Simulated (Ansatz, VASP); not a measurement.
## Os in VASP and in Ansatz

```xyz
2
Lattice="2.7528 0.0000 0.0000 -1.3764 2.3840 0.0000 0.0000 0.0000 4.3509" Properties=species:S:1:pos:R:3 pbc="T T T"
Os    0.0000    1.5893    1.0877
Os    1.3764    0.7947    3.2631
```

Alike in both runs: task relaxation of cell and atoms; functional PBEsol; k mesh 18 × 18 × 10; occupations gaussian, width 0.1 eV; no spin polarisation.

|  | VASP | Ansatz |
| --- | --- | --- |
| version | VASP 6.6.1 | Ansatz 0.2.0 |
| potentials or method | VASP PAW PBE potentials, release 64 (Os), cutoff 600 eV | scalar-relativistic, plane waves, PAW |
| valence electrons in the cell | 16 | 32 |

|  | VASP | Ansatz | Ansatz less VASP |
| --- | --- | --- | --- |
| gap on the k mesh at the Fermi level, each at its own relaxed structure (eV) | none | none | - |
| relaxed volume (Å³/atom) | 13.91 | 13.89 | -0.021 |
| relaxed cell length with the largest relative difference (Å) | 2.729 | 2.727 | -0.0016 |

VASP's potentials were made for PBE, not for PBEsol. A gap of «none» marks a metal or a gap that the smearing closes. VASP's potentials hold 16 valence electrons a cell and Ansatz's 32, so a difference there can come from the potentials and not from the codes.

Neither program's run includes spin-orbit coupling.
